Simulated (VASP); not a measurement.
# Hf2N (P4_2/mnm) in VASP: a series of runs

The runs below take Hf2N through single point, with PBEsol.

Program: VASP 6.6.1. These are calculated values, not measurements. Logs are shortened: lines on timing, memory, paths and dates and some standing lists are left out, and cuts for length are marked.

**1. The cell of the first run**

Symmetry: P4_2/mnm, No. 136, tetragonal system. The conventional cell has a = 5.704 Å, b = 5.704 Å, c = 2.781 Å, α = 90.00°, β = 90.00°, γ = 90.00°. Hf (site symmetry m2m) has 3 N at 2.16 to 2.38 Å and 2 Hf at 2.78 Å within 2.9 Å. N (site symmetry mmm) has 6 Hf at 2.16 to 2.38 Å and 2 N at 2.78 Å within 2.9 Å.

**2. Single point, PBEsol**

File INCAR:

```
SYSTEM = Hf2N
PREC = Accurate ; ENCUT = 520
EDIFF = 1E-7 ; ISMEAR = 0
SIGMA = 0.15 ; LREAL = .False.
LASPH = .True. ; NELM = 60
ALGO = Normal ; ISIF = 2
LWAVE = .False. ; LCHARG = .True.
GGA = PS ; LELF = .True.
LVHAR = .True. ; NBANDS = 34
```

File KPOINTS:

```
Automatic mesh
0
Gamma
  10 10 16
  0 0 0
```

File POSCAR:

```
Hf2N
1.0
    5.7044463816      0.0000000000      0.0000000000
    0.0000000000      5.7044463816      0.0000000000
    0.0000000000      0.0000000000      2.7813312193
Hf N
4 2
Direct
    0.2954633019      0.2954633019      0.0000000000
    0.7045366981      0.7045366981      0.0000000000
    0.7954633019      0.2045366981      0.5000000000
    0.2045366981      0.7954633019      0.5000000000
    0.0000000000      0.0000000000      0.0000000000
    0.5000000000      0.5000000000      0.5000000000
```

Potentials or basis: VASP PAW PBE potentials, release 64 (Hf_pv, N).

Command:

```sh
$ cat potpaw_PBE.64/Hf_pv/POTCAR potpaw_PBE.64/N/POTCAR > POTCAR
$ mpirun -np 1 vasp_std > vasp.out
```

OUTCAR:

```text
SYSTEM = Hf2N
   PREC = Accurate
   ENCUT = 520
   EDIFF = 1E-7
   ISMEAR = 0
   LREAL = .False.
   LASPH = .True.
   NELM = 60
   ISIF = 2
   GGA = PS

 ion  position               nearest neighbor table
   1  0.295  0.295  0.000-   6 2.16   6 2.16   5 2.38   4 3.22   3 3.22   4 3.22   3 3.22   4 3.22
                             4 3.22   3 3.22   3 3.22   2 3.30
   2  0.705  0.705  0.000-   6 2.16   6 2.16   5 2.38   4 3.22   3 3.22   4 3.22   3 3.22   3 3.22
                             3 3.22   4 3.22   4 3.22   1 3.30
   3  0.795  0.205  0.500-   5 2.16   5 2.16   6 2.38   2 3.22   1 3.22   2 3.22   1 3.22   2 3.22
                             2 3.22   1 3.22   1 3.22   4 3.30
   4  0.205  0.795  0.500-   5 2.16   5 2.16   6 2.38   2 3.22   1 3.22   2 3.22   1 3.22   1 3.22
                             1 3.22   2 3.22   2 3.22   3 3.30
   5  0.000  0.000  0.000-   3 2.16   4 2.16   3 2.16   4 2.16   1 2.38   2 2.38
   6  0.500  0.500  0.500-   1 2.16   2 2.16   1 2.16   2 2.16   3 2.38   4 2.38

  LATTYP: Found a simple tetragonal cell.
 ALAT       =     5.7044463816
 C/A-ratio  =     0.4875725063

  Lattice vectors:

 A1 = (   5.7044463816,   0.0000000000,   0.0000000000)
 A2 = (   0.0000000000,   5.7044463816,   0.0000000000)
 A3 = (   0.0000000000,   0.0000000000,   2.7813312193)

Analysis of symmetry for initial positions (statically):
=====================================================================
 Subroutine PRICEL returns:
 Original cell was already a primitive cell.

 Routine SETGRP: Setting up the symmetry group for a
 simple tetragonal supercell.

 Subroutine GETGRP returns: Found 16 space group operations
 (whereof  8 operations were pure point group operations)
 out of a pool of 16 trial point group operations.

The static configuration has the point symmetry D_2h.
 The point group associated with its full space group is D_4h.

Analysis of symmetry for dynamics (positions and initial velocities):
=====================================================================
 Subroutine PRICEL returns:
 Original cell was already a primitive cell.

 Routine SETGRP: Setting up the symmetry group for a
 simple tetragonal supercell.

 Subroutine GETGRP returns: Found 16 space group operations
 (whereof  8 operations were pure point group operations)
 out of a pool of 16 trial point group operations.

The dynamic configuration has the point symmetry D_2h.
 The point group associated with its full space group is D_4h.

 Subroutine INISYM returns: Found 16 space group operations
 (whereof  8 operations are pure point group operations),
[... 103 lines left out ...]
   NELM   =     60;   NELMIN=  2; NELMDL= -5     # of ELM steps
   EDIFF  = 0.1E-06   stopping-criterion for ELM
   LREAL  =      F    real-space projection
   EDIFFG = 0.1E-05   stopping-criterion for IOM
   NSW    =      0    number of steps for IOM
   IBRION =     -1    ionic relax: 0-MD 1-quasi-New 2-CG
   NFREE  =      0    steps in history (QN), initial steepest desc. (CG)
   ISIF   =      2    stress and relaxation
   ISYM   =      2    0-nonsym 1-usesym 2-fastsym
   POTIM  = 0.5000    time-step for ionic-motion
   TEBEG  =    0.0;   TEEND  =   0.0 temperature during run
   PSTRESS=    0.0 pullay stress
   NELECT =      50.0000    total number of electrons
   NUPDOWN=      -1.0000    fix difference up-down
   EMIN   =  10.00;   EMAX   =-10.00  energy-range for DOS
   EFERMI =   0.00;   METHOD = LEGACY
   ISMEAR =     0;   SIGMA  =   0.15  broadening in eV -4-tet -1-fermi 0-gaus
   EFERMI_NEDOS =   21; number of points for ismear=-14 and -15
   IALGO  =     38    algorithm
   IMIX   =      4    mixing-type and parameters
     AMIX     =   0.40;   BMIX     =  1.00
     AMIX_MAG =   1.60;   BMIX_MAG =  1.00
  volume/ion in A,a.u.               =      15.08       101.79
  Fermi-wavevector in a.u.,A,eV,Ry     =   1.343296  2.538461 24.550939  1.804443
  Thomas-Fermi vector in A             =   2.471381
   LORBIT       =      0    0 simple, 1 ext, 2 COOP (PROOUT), +10 PAW based schemes
   GGA     = PS    functional components
   LHFCALC =     F    Hartree Fock is set to
   AEXX    =    0.0000 exact exchange contribution
   IVDW    =     0    specifies the selected vdW correction
   LEPSILON=     F    determine dielectric tensor
   LRPA    =     F    only Hartree local field effects (RPA)
 non-spin polarized calculation
 Gauss-broadening in eV      SIGMA  =   0.15
  energy-cutoff  :      520.00
  volume of cell :       90.51
 maximum number of plane-waves:      2470
   NGX = 21   NGY = 21   NGZ = 11

 number of electron      50.0000012 magnetization

 Free energy of the ion-electron system (eV)
  ---------------------------------------------------
  ext. energy  EPLUGINS =         0.00000000
  ---------------------------------------------------
  free energy    TOTEN  =       -64.52023216 eV

  energy without entropy =      -64.46332656  energy(sigma->0) =      -64.49177936

 E-fermi :   5.9320     XC(G=0): -12.1231

 val. band max:        5.9317439668   @ k =   0.3000   0.2000   0.4375
 cond. band min:       5.9322372825   @ k =   0.3000   0.1000   0.0625
 fundamental gap:      0.0004933157
 Fermi energy:         5.9320272334

 k-point     1 :       0.0000    0.0000    0.0000
  band No.  band energies     occupation
      1     -25.1661      2.00000
      2     -24.7446      2.00000
      3     -24.7275      2.00000
      4     -24.7275      2.00000
      5     -24.3234      2.00000
      6     -24.1737      2.00000
[... 877 lines left out ...]
     33       9.9137      0.00000
     34      10.2702      0.00000

 [... further k-points ...]
[... 5 lines left out ...]
  --------------------------------------------------------------------------------------
  -------------------------------------------------------------------------------------
  Total       -9.8556178     -9.8556178     29.5770798     -0.0000000      0.0000000      0.0000000
  in kB     -174.4675730   -174.4675730    523.5837519     -0.0000000      0.0000000      0.0000000
  external PRESSURE =      58.2162020 kB  Pullay stress =       0.0000000 kB

 VOLUME and BASIS-vectors are now :
 -----------------------------------------------------------------------------
  energy-cutoff  :      520.00
  volume of cell :       90.51
      direct lattice vectors                 reciprocal lattice vectors
     5.704446382  0.000000000  0.000000000     0.175301849  0.000000000  0.000000000
     0.000000000  5.704446382  0.000000000     0.000000000  0.175301849  0.000000000
     0.000000000  0.000000000  2.781331219     0.000000000  0.000000000  0.359540062

 POSITION                                       TOTAL-FORCE (eV/Angst)
 -----------------------------------------------------------------------------------
      1.68545      1.68545      0.00000        -0.046443     -0.046443     -0.000000
      4.01899      4.01899      0.00000         0.046443      0.046443      0.000000
      4.53768      1.16677      1.39067        -0.046443      0.046443      0.000000
      1.16677      4.53768      1.39067         0.046443     -0.046443     -0.000000
      0.00000      0.00000      0.00000         0.000000      0.000000      0.000000
      2.85222      2.85222      1.39067         0.000000      0.000000      0.000000
 -----------------------------------------------------------------------------------
    total drift:                                0.000000     -0.000000      0.000000

  FREE ENERGIE OF THE ION-ELECTRON SYSTEM (eV)
  ---------------------------------------------------
  free  energy   TOTEN  =       -64.5202321586 eV

  energy  without entropy=      -64.4633265650  energy(sigma->0) =      -64.49177936
```

OSZICAR:

```text
N       E                     dE             d eps       ncg     rms          rms(c)
DAV:   1     0.223608419801E+03    0.22361E+03   -0.27705E+04 12852   0.145E+03
DAV:   2    -0.558263680959E+02   -0.27943E+03   -0.26760E+03 15616   0.359E+02
DAV:   3    -0.709690857591E+02   -0.15143E+02   -0.14666E+02 16388   0.604E+01
DAV:   4    -0.712549113711E+02   -0.28583E+00   -0.28416E+00 15968   0.865E+00
DAV:   5    -0.712613507946E+02   -0.64394E-02   -0.64295E-02 16952   0.107E+00    0.104E+02
DAV:   6    -0.649222070518E+02    0.63391E+01   -0.34152E+01 15454   0.240E+01    0.707E+01
DAV:   7    -0.647799366727E+02    0.14227E+00   -0.55137E+00 15524   0.107E+01    0.184E+01
DAV:   8    -0.645254137727E+02    0.25452E+00   -0.99930E-01 16224   0.440E+00    0.282E+00
DAV:   9    -0.645246719162E+02    0.74186E-03   -0.17172E-01 15066   0.177E+00    0.316E+00
DAV:  10    -0.645206758078E+02    0.39961E-02   -0.34922E-02 15876   0.854E-01    0.114E+00
DAV:  11    -0.645204088519E+02    0.26696E-03   -0.61811E-03 15902   0.371E-01    0.576E-01
DAV:  12    -0.645202455432E+02    0.16331E-03   -0.43035E-04 15850   0.100E-01    0.336E-01
DAV:  13    -0.645202338242E+02    0.11719E-04   -0.21132E-04 15728   0.569E-02    0.537E-02
DAV:  14    -0.645202325234E+02    0.13008E-05   -0.10372E-05 15786   0.160E-02    0.203E-02
DAV:  15    -0.645202321722E+02    0.35113E-06   -0.44777E-07 14684   0.361E-03    0.501E-03
DAV:  16    -0.645202321586E+02    0.13614E-07   -0.24092E-08  8952   0.977E-04
   1 F= -.64520232E+02 E0= -.64491779E+02  d E =-.569056E-01
```

Wall time 6.9 min (1 thread of Intel Xeon Platinum 8488C (Sapphire Rapids), shared host); peak memory 0.53 GiB.

What came out:

```
Free energy            : -64.5202 eV
Pressure               : 5.8 GPa
Largest force          : 0.066 eV/Å
Band gap on the k mesh : zero (bands 25 and 26 overlap by 1.25 eV)
```

Forces on the atoms (eV/Å):
```
Hf  -0.046 -0.046  0.000
Hf   0.046  0.046  0.000
Hf  -0.046  0.046  0.000
Hf   0.046 -0.046  0.000
N    0.000  0.000  0.000
N    0.000  0.000  0.000
```

Levels at points of the mesh, in eV from the Fermi level:
| k point | band 23 | band 24 | band 25 | band 26 | band 27 | band 28 |
| --- | --- | --- | --- | --- | --- | --- |
| (0.00, 0.00, 0.00) | -0.70 | -0.42 | -0.21 | 0.35 | 0.35 | 1.42 |
| (0.50, 0.00, 0.00) | -1.62 | -1.62 | 0.51 | 0.51 | 0.93 | 0.93 |
| (0.50, 0.50, 0.00) | -2.25 | -2.25 | 0.57 | 0.57 | 0.76 | 0.76 |
| (0.00, 0.00, 0.50) | -0.78 | -0.78 | -0.69 | -0.69 | 1.11 | 1.11 |
| (0.50, 0.00, 0.50) | -0.83 | -0.83 | -0.56 | -0.56 | 1.30 | 1.30 |
| (0.50, 0.50, 0.50) | -1.34 | -1.34 | 0.21 | 0.21 | 0.92 | 0.92 |

Caveat: the stress differs along the axes, from -17 to 52 GPa; the PAW data sets were made with another functional, which shifts forces and pressure a little; spin-orbit coupling is left out, which moves the levels of the heavy elements.

**3. Single point, PBEsol**

This run uses another cell than the first one, of the same volume but with other edges.

File INCAR:

```
PREC = Accurate ; ENCUT = 520
EDIFF = 1E-6 ; ISMEAR = 0
SIGMA = 0.15 ; LREAL = F
LASPH = T ; NELM = 80
ALGO = Fast ; ISIF = 2
LWAVE = F ; LCHARG = F
GGA = PS ; NBANDS = 34
```

File KPOINTS:

```
regular mesh
0
Gamma
  10 10 16
```

Changes to POSCAR since step 2:

```diff
@@ -2,5 +2,5 @@
 1.0
-    5.7044463816      0.0000000000      0.0000000000
-    0.0000000000      5.7044463816      0.0000000000
-    0.0000000000      0.0000000000      2.7813312193
+    5.5903267074      0.0000000000      0.0000000000
+    0.0000000000      5.5903267074      0.0000000000
+    0.0000000000      0.0000000000      2.8960452039
 Hf N
```

Potentials or basis: VASP PAW PBE potentials, release 64 (Hf_pv, N).

Command:

```sh
$ cat potpaw_PBE.64/Hf_pv/POTCAR potpaw_PBE.64/N/POTCAR > POTCAR
$ mpirun -np 1 vasp_std > vasp.out
```

Run time: 18 min. Hardware: 1 thread of Oxide Virtual Turin-like, shared host; peak memory 0.5 GiB.

The run converged. Its results:

```yaml
Free_energy: -65.9258 eV
Pressure: 3.4 GPa
Largest_force: 0.127 eV/Å
Band_gap_on_the_k_mesh: zero (bands 25 and 26 overlap by 1.79 eV)
```

Forces in eV/Å, atoms in the order of the input:
```
Hf   0.090  0.090  0.000
Hf  -0.090 -0.090  0.000
Hf   0.090 -0.090  0.000
Hf  -0.090  0.090  0.000
N    0.000  0.000  0.000
N    0.000  0.000  0.000
```

Stress tensor (GPa, compression positive):
```
-14.18   0.00   0.00
  0.00 -14.18   0.00
  0.00   0.00  38.62
```

Levels at points of the mesh, in eV from the Fermi level:
```tsv
k point	band 21	band 22	band 23	band 24	band 25	band 26	band 27	band 28	band 29	band 30
(0.00, 0.00, 0.00)	-2.79	-2.42	-0.51	-0.08	0.40	0.64	0.64	2.02	2.02	2.79
(0.50, 0.00, 0.00)	-2.89	-2.89	-1.38	-1.38	0.91	0.91	1.23	1.23	2.57	2.57
(0.50, 0.50, 0.00)	-2.15	-2.15	-1.93	-1.93	0.89	0.89	1.01	1.01	1.15	1.15
(0.00, 0.00, 0.50)	-1.56	-1.56	-0.96	-0.96	-0.88	-0.88	1.47	1.47	3.38	3.38
(0.50, 0.00, 0.50)	-2.05	-2.05	-0.88	-0.88	-0.66	-0.66	1.45	1.45	3.38	3.38
(0.50, 0.50, 0.50)	-1.41	-1.41	-1.31	-1.31	0.01	0.01	1.07	1.07	2.76	2.76
```

Caveat: the stress differs along the axes, from -14 to 39 GPa; the PAW data sets were made with another functional, which shifts forces and pressure a little; spin-orbit coupling is left out, which moves the levels of the heavy elements.

**4. Single point, PBEsol**

This run uses another cell than the first one, of the same volume but with other edges.

File INCAR:

```
ALGO     = Fast           # electronic algorithm
EDIFF    = 1E-6           # SCF threshold, eV
ENCUT    = 520            # plane-wave cutoff, eV
GGA      = PS             # functional
ISIF     = 2              # what is computed and relaxed
ISMEAR   = 0              # smearing method
LASPH    = T              # aspherical terms in the spheres
LCHARG   = F              # write CHGCAR
LREAL    = F              # projectors in reciprocal space
LWAVE    = F              # write WAVECAR
NBANDS   = 34             # bands
NELM     = 60             # most SCF steps
PREC     = Accurate       # precision mode
SIGMA    = 0.15           # smearing width, eV
```

File KPOINTS:

```
k-points
0
Gamma
  10 10 16
```

Changes to POSCAR since step 3:

```diff
@@ -2,5 +2,5 @@
 1.0
-    5.5903267074      0.0000000000      0.0000000000
-    0.0000000000      5.5903267074      0.0000000000
-    0.0000000000      0.0000000000      2.8960452039
+    4.9832929211      0.0000000000      0.0000000000
+    0.0000000000      4.9832929211      0.0000000000
+    0.0000000000      0.0000000000      3.6445749287
 Hf N
```

Command:

```sh
$ cat potpaw_PBE.64/Hf_pv/POTCAR potpaw_PBE.64/N/POTCAR > POTCAR
$ mpirun -np 1 vasp_std > vasp.out
```

Wall time 14 min (1 thread of Oxide Virtual Turin-like, shared host); peak memory 0.5 GiB.

It converged, with:

- Free energy: -65.9761 eV
- Pressure: 1.3 GPa
- Largest force: 0.273 eV/Å
- Band gap on the k mesh: zero (bands 25 and 26 overlap by 1.91 eV)

Forces on the atoms (eV/Å):
```
Hf  -0.193 -0.193  0.000
Hf   0.193  0.193  0.000
Hf  -0.193  0.193  0.000
Hf   0.193 -0.193  0.000
N    0.000  0.000  0.000
N    0.000  0.000  0.000
```

Stress tensor (GPa, compression positive):
```
 14.06   0.00   0.00
  0.00  14.06   0.00
  0.00   0.00 -24.31
```

Levels at points of the mesh, in eV from the Fermi level:
| k point | band 22 | band 23 | band 24 | band 25 | band 26 | band 27 | band 28 | band 29 |
| --- | --- | --- | --- | --- | --- | --- | --- | --- |
| (0.00, 0.00, 0.00) | -2.02 | -0.46 | 0.42 | 0.81 | 0.81 | 1.43 | 1.43 | 1.64 |
| (0.50, 0.00, 0.00) | -2.09 | -0.92 | -0.92 | 0.49 | 0.49 | 1.44 | 1.44 | 3.20 |
| (0.50, 0.50, 0.00) | -1.36 | -1.25 | -1.25 | 0.68 | 0.68 | 0.71 | 0.71 | 2.01 |
| (0.00, 0.00, 0.50) | -1.83 | -1.02 | -1.02 | -0.96 | -0.96 | 2.37 | 2.37 | 2.74 |
| (0.50, 0.00, 0.50) | -1.85 | -1.40 | -1.40 | -0.91 | -0.91 | 1.74 | 1.74 | 3.75 |
| (0.50, 0.50, 0.50) | -2.03 | -0.84 | -0.84 | -0.24 | -0.24 | 1.63 | 1.63 | 2.50 |

Caveat: the stress differs along the axes, from -24 to 14 GPa; the PAW data sets were made with another functional, which shifts forces and pressure a little; spin-orbit coupling is left out, which moves the levels of the heavy elements.

**5. Overview**

| cell | gap on the mesh (eV) | pressure (GPa) | largest force (eV/Å) |
| --- | --- | --- | --- |
| a = 5.704, b = 5.704, c = 2.781 Å, 6 atoms | none | 5.8 | 0.07 |
| a = 5.590, b = 5.590, c = 2.896 Å, 6 atoms | none | 3.4 | 0.13 |
| a = 4.983, b = 4.983, c = 3.645 Å, 6 atoms | none | 1.3 | 0.27 |

Alike in all rows: task single point; level PBEsol; potentials or basis VASP PAW PBE potentials, release 64 (Hf_pv, N); no spin polarisation; k mesh 10 × 10 × 16; cutoff (eV) 520; smearing gaussian 0.15 eV.

Caveats: the PAW data sets were made with another functional, which shifts forces and pressure a little; spin-orbit coupling is left out, which moves the levels of the heavy elements; the stress differs along the axes, from -17 to 52 GPa (at least some runs); the stress differs along the axes, from -14 to 39 GPa (at least some runs); the stress differs along the axes, from -24 to 14 GPa (at least some runs).

Total energies depend on the potentials used, so only differences within one code and one set of settings carry meaning.
